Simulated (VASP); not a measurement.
Here is a VASP 6.6.1 calculation.

File INCAR:

```
SYSTEM = CdSe
PREC = Accurate
ENCUT = 520
EDIFF = 1E-6
ISMEAR = 0
SIGMA = 0.024
LREAL = .False.
LASPH = .True.
NELM = 80
ALGO = Normal
ISIF = 2
LWAVE = .False.
LCHARG = .False.
GGA = PE
NBANDS = 16
```

File KPOINTS:

```
Automatic mesh
0
Gamma
  8 8 8
  0 0 0
```

File POSCAR:

```
CdSe
1.0
    0.0000000000      2.8739580000      2.8739580000
    2.8739580000      0.0000000000      2.8739580000
    2.8739580000      2.8739580000      0.0000000000
Cd Se
1 1
Direct
    0.0000000000      0.0000000000      0.0000000000
    0.5000000000      0.5000000000      0.5000000000
```

Potentials or basis: VASP PAW PBE potentials, release 64 (Cd, Se).

The run is started by

```console
$ cat potpaw_PBE.64/Cd/POTCAR potpaw_PBE.64/Se/POTCAR > POTCAR
$ mpirun -np 1 vasp_std > vasp.out
```

Question: What does it give for the pressure?

Answer: 0.0 GPa.

Question: Predict the band gap on the k mesh.

Answer: Zero (band 9 reaches 2.25 eV, above the bottom of band 10 at 1.81 eV).
